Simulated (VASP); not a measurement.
A run of VASP 6.6.1:

Contents of INCAR:

```
SYSTEM = Mn
ALGO     = Normal         ! electronic algorithm
EDIFF    = 1E-7           ! SCF threshold, eV
ENCUT    = 520            ! plane-wave cutoff, eV
GGA      = PS             ! functional
ISIF     = 2              ! what is computed and relaxed
ISMEAR   = -1             ! smearing method
ISPIN    = 2              ! spin polarisation
LASPH    = .TRUE.         ! aspherical terms in the spheres
LCHARG   = .FALSE.        ! write CHGCAR
LMAXMIX  = 4              ! l up to which the mixer works
LORBIT   = 11             ! projections on sites
LREAL    = .FALSE.        ! projectors in reciprocal space
LWAVE    = .FALSE.        ! write WAVECAR
MAGMOM   = 3 3            ! initial moments
NBANDS   = 24             ! bands
NELM     = 150            ! most SCF steps
PREC     = Accurate       ! precision mode
SIGMA    = 0.08           ! smearing width, eV
```

Contents of KPOINTS:

```
k-points
0
G
  15 15 15
  0 0 0
```

The input POSCAR:

```
Mn
1.0
    0.0000000000      2.4414343592      2.4414343592
    2.4414343592      0.0000000000      2.4414343592
    2.4414343592      2.4414343592      0.0000000000
Mn
2
Direct
   -0.1250000000     -0.1250000000     -0.1250000000
    0.1250000000      0.1250000000      0.1250000000
```

Potentials or basis: VASP PAW PBE potentials, release 64 (Mn_pv).

Run with:

```sh
$ cat potpaw_PBE.64/Mn_pv/POTCAR > POTCAR
$ mpirun -np 1 vasp_std > vasp.out
```

Hardware: 1 thread of AMD EPYC 7571 (shared host).

Task: How long does it take, and how much memory?

Result: Wall time 6.1 min on 1 thread of AMD EPYC 7571, with other jobs on the host, peak memory 0.22 GiB. Counts: scf iterations 15, k points 120.
